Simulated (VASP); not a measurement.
Write the native input for VASP 6.6.1 that does the following.

| Property | Result |
| --- | --- |
| Task | single point |
| Functional | PBE |
| Dispersion | D3(BJ) |
| Potentials or basis | VASP PAW PBE potentials, release 64 (Pb_d, Se) |
| Cutoff | 520 eV |
| k mesh | 12 × 12 × 12 |
| Occupations | gaussian, width 0.15 eV |
| Spin | no spin polarisation |
| Dipole correction | no |
| Further INCAR settings | ALGO = Normal; EDIFF = 1e-07; NBANDS = 17 |

The structure of PbSe lies in POSCAR:

```
PbSe
1.0
    3.7843220000      0.0000000000     -0.1135296600
    0.0000000000      3.7843220000      0.0000000000
   -0.1135296600      0.0000000000      3.7843220000
Pb Se
1 1
Direct
    0.0000000000      0.0000000000      0.0000000000
    0.5000000000      0.5000000000      0.5000000000
```

This cell differs from its parent crystal: strain -0.0600 x Voigt [0, 0, 0, 0, 1, 0].

One way to write it, as run:

INCAR

```
PREC     = Accurate       # precision mode
ENCUT    = 520            # plane-wave cutoff, eV
EDIFF    = 1E-7           # SCF threshold, eV
ISMEAR   = 0              # smearing method
SIGMA    = 0.15           # smearing width, eV
LREAL    = False          # projectors in reciprocal space
LASPH    = True           # aspherical terms in the spheres
NELM     = 60             # most SCF steps
ALGO     = Normal         # electronic algorithm
ISIF     = 2              # what is computed and relaxed
LWAVE    = False          # write WAVECAR
LCHARG   = True           # write CHGCAR
GGA      = PE             # functional
IVDW     = 12             # dispersion correction
LELF     = True           # ELF
LVHAR    = True         
NBANDS   = 17             # bands
```

KPOINTS

```
regular mesh
0
Gamma
  12 12 12
```

Potentials or basis: VASP PAW PBE potentials, release 64 (Pb_d, Se).

Run with:

```sh
$ cat potpaw_PBE.64/Pb_d/POTCAR potpaw_PBE.64/Se/POTCAR > POTCAR
$ mpirun -np 1 vasp_std > vasp.out
```

It gave:

```yaml
Pressure: -2.1 GPa
Band_gap_on_the_k_mesh: zero (band 10 reaches 5.51 eV, above the bottom of band 11 at 4.60 eV)
Dispersion_energy_per_atom: -0.390 eV
```

Caveat: the cell differs from its parent crystal (strain -0.0600 x Voigt [0, 0, 0, 0, 1, 0]); spin-orbit coupling is left out, which moves the levels of the heavy elements; pairwise dispersion overbinds metals, which lowers pressure and volume.

Run time: 80 s on 1 thread of Intel(R) Xeon(R) 6975P-C (Granite Rapids), on a shared host, peak memory 0.39 GiB.
